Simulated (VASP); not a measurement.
Input of a VASP 6.6.1 run:

Contents of INCAR:

```
PREC = Accurate
ENCUT = 500
EDIFF = 1E-6
ISMEAR = 0
SIGMA = 0.1
LREAL = F
LASPH = T
NELM = 120
ALGO = Normal
ISIF = 2
LWAVE = F
LCHARG = F
GGA = PE
NBANDS = 11
GGA_COMPAT = F
```

KPOINTS

```
regular mesh
0
Gamma
  8 8 8
```

Contents of POSCAR:

```
Pd
1.0
    0.0000000000      1.9738713498      1.9738713498
    1.9738713498      0.0000000000      1.9738713498
    1.9738713498      1.9738713498      0.0000000000
Pd
1
Direct
    0.0000000000      0.0000000000      0.0000000000
```

Potentials or basis: VASP PAW PBE potentials, release 64 (Pd).

Run with:

```console
$ cat potpaw_PBE.64/Pd/POTCAR > POTCAR
$ mpirun -np 1 vasp_std > vasp.out
```

**Question.** Estimate the band gap on the k mesh.

**Answer.** Zero (band 5 reaches 9.40 eV, above the bottom of band 6 at 7.91 eV).

**Question.** Predict the pressure.

**Answer.** -0.1 GPa.
